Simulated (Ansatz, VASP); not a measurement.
## GePt in VASP and in Ansatz

```
CELL_PARAMETERS angstrom
1.87077 1.08009 2.92418
-1.87077 1.08009 2.92418
0.00000 -2.16018 2.92418
ATOMIC_POSITIONS crystal
Ge 0.00000 0.00000 0.00000
Pt 0.50000 0.50000 0.50000
```

Alike in both runs: functional PBE; k mesh 6 × 6 × 6; occupations gaussian, width 0.2 eV; no spin polarisation.

Ansatz relaxed the structure, and its values are those at the end. VASP's run is a single point on that final structure, the one shown.

```csv
,VASP,Ansatz
version,VASP 6.6.1,Ansatz 0.2.0
potentials or method,"VASP PAW PBE potentials, release 64 (Ge_d, Pt), cutoff 500 eV","scalar-relativistic, plane waves, PAW"
valence electrons in the cell,24,32
```

|  | VASP | Ansatz | Ansatz less VASP |
| --- | --- | --- | --- |
| gap on the k mesh at the Fermi level (eV) | none | none | - |
| pressure (GPa) | -0.4 | -0.4 | +0.06 |

A gap of «none» marks a metal or a gap that the smearing closes. With one functional, cell and mesh, what is left measures potentials, basis and numerics. VASP's potentials hold 24 valence electrons a cell and Ansatz's 32, so a difference there can come from the potentials and not from the codes.

Spin-orbit coupling is off throughout.
